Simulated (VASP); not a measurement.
GaN:

```
Ga N
1.0
     2.37384    0.00000    0.00000
     0.00000    2.37384    0.00000
     0.00000    0.00000    2.37384
Ga N
1 1
Direct
  0.00000 0.00000 0.00000
  0.50000 0.50000 0.50000
```

```yaml
Program: VASP 6.6.1
Task: relaxation of cell and atoms
Functional: PBEsol
Potentials_or_basis: VASP PAW PBE potentials, release 64 (Ga_d, N)
Cutoff: 600 eV
k_mesh: 8 × 8 × 8
Occupations: fermi-dirac, width 0.03 eV
Spin: no spin polarisation
```

At the start: pressure 162.0 GPa; volume 6.69 Å³/atom.

Q: How do energy, volume and symmetry change on relaxing?

A: Over 5 steps the energy falls by 1121.7 meV/atom and the volume is 9.85 Å³/atom (+47.3 %); space group Pm-3m (No. 221, to 0.05 Å).

Step by step:
```csv
step,energy change (eV),largest force (eV/Å),pressure (GPa),volume (Å³)
1,0.0000,0.0000,161.98,13.38
2,-0.5655,0.0000,-32.07,31.20
3,-2.2357,0.0000,-4.52,20.24
4,-2.2421,0.0000,-1.91,19.92
5,-2.2434,0.0000,0.02,19.71
```

Final structure:
```cif
data_structure
_symmetry_space_group_name_H-M 'P 1'
_symmetry_Int_Tables_number 1
_cell_length_a 2.7010
_cell_length_b 2.7010
_cell_length_c 2.7010
_cell_angle_alpha 90.000
_cell_angle_beta 90.000
_cell_angle_gamma 90.000
_cell_volume 19.71
loop_
_atom_site_label
_atom_site_type_symbol
_atom_site_fract_x
_atom_site_fract_y
_atom_site_fract_z
_atom_site_occupancy
Ga1 Ga 0.00000 0.00000 0.00000 1
N1 N 0.50000 0.50000 0.50000 1
```

Caveat: the volume moved by over 15 % at a fixed basis, so the end points are rough; the PAW data sets were made with another functional, which shifts forces and pressure a little.
